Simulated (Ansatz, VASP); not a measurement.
# Two plane-wave programs on Rh

```xyz
2
Lattice="2.7012 0.0000 0.0000 -1.3506 2.3393 0.0000 0.0000 0.0000 4.3580" Properties=species:S:1:pos:R:3 pbc="T T T"
Rh    0.0000    1.5596    1.0895
Rh    1.3506    0.7798    3.2685
```

Alike in both runs: functional r2SCAN; k mesh 13 × 13 × 7; occupations fermi-dirac, width 0.05 eV; collinear spin.

Ansatz relaxed the structure, and its values are those at the end. VASP's run is a single point on that final structure, the one shown.

|  | VASP | Ansatz |
| --- | --- | --- |
| version | VASP 6.6.1 | Ansatz 0.2.0 |
| potentials or method | VASP PAW PBE potentials, release 64 (Rh_pv), cutoff 520 eV | plane waves (500 eV) with PAW, scalar-relativistic |
| valence electrons in the cell | 30 | 34 |

|  | VASP | Ansatz | Ansatz less VASP |
| --- | --- | --- | --- |
| pressure (GPa) | 1.2 | 0.0 | -1.22 |
| net moment per atom (μB) | 0.01 | 0.00 | -0.007 |

VASP's potentials were made for PBE, not for r2SCAN. VASP's potentials hold 30 valence electrons a cell and Ansatz's 34, so a difference there can come from the potentials and not from the codes. Ansatz's warnings: seeded moment not kept.
